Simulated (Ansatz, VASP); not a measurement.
GaMo in VASP and in Ansatz

```
Ga Mo
1.0
    -1.81163    1.81163    2.56119
     1.81163   -1.81163    2.56119
     1.81163    1.81163   -2.56119
Ga Mo
1 1
Direct
  0.96407 0.96407 0.00000
  0.46393 0.46393 0.00000
```

Change from the starting cell: species swapped into the SnP type (I4mm, No. 107).

Alike in both runs: functional PBE; k mesh 8 × 8 × 8; occupations gaussian, width 0.2 eV; no spin polarisation.

Ansatz relaxed the structure, and its values are those at the end. VASP's run is a single point on that final structure, the one shown.

|  | VASP | Ansatz |
| --- | --- | --- |
| version | VASP 6.6.1 | Ansatz 0.2.0 |
| potentials or method | VASP PAW PBE potentials, release 64 (Ga_d, Mo_sv), cutoff 520 eV | scalar-relativistic, plane waves, PAW |
| valence electrons in the cell | 27 | 27 |

```csv
,VASP,Ansatz,Ansatz less VASP
gap on the k mesh at the Fermi level (eV),none,none,-
pressure (GPa),0.6,0.2,-0.43
rms of the force components (eV/Å),0.004,0.004,0.0000
```

A gap of «none» marks a metal or a gap that the smearing closes. With one functional, cell and mesh, what is left measures potentials, basis and numerics.
